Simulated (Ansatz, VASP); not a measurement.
One calculation of CoO, two programs

```
CELL_PARAMETERS angstrom
2.61615 0.00000 0.00000
0.00000 2.61615 0.00000
0.00000 0.00000 2.61615
ATOMIC_POSITIONS crystal
Co 0.00000 0.00000 0.00000
O 0.50000 0.50000 0.50000
```

Alike in both runs: functional PBE; k mesh 16 × 16 × 16; occupations gaussian, width 0.1 eV; collinear spin.

Ansatz relaxed the structure, and its values are those at the end. VASP's run is a single point on that final structure, the one shown.

```csv
,VASP,Ansatz
version,VASP 6.6.1,Ansatz 0.2.0
potentials or method,"VASP PAW PBE potentials, release 64 (Co, O), cutoff 520 eV","scalar-relativistic, plane waves, PAW"
valence electrons in the cell,15,23
```

|  | VASP | Ansatz | Ansatz less VASP |
| --- | --- | --- | --- |
| gap on the k mesh at the Fermi level (eV) | none | none | - |
| pressure (GPa) | -0.5 | 0.0 | +0.45 |
| net moment per atom (μB) | 1.50 | 1.50 | 0.000 |
| size of the moment on the site where the two differ most (μB) | 0.44 | 0.47 | +0.024 |

Site moments also hang on the region over which each program counts them. A gap of «none» marks a metal or a gap that the smearing closes. VASP's potentials hold 15 valence electrons a cell and Ansatz's 23, so a difference there can come from the potentials and not from the codes.
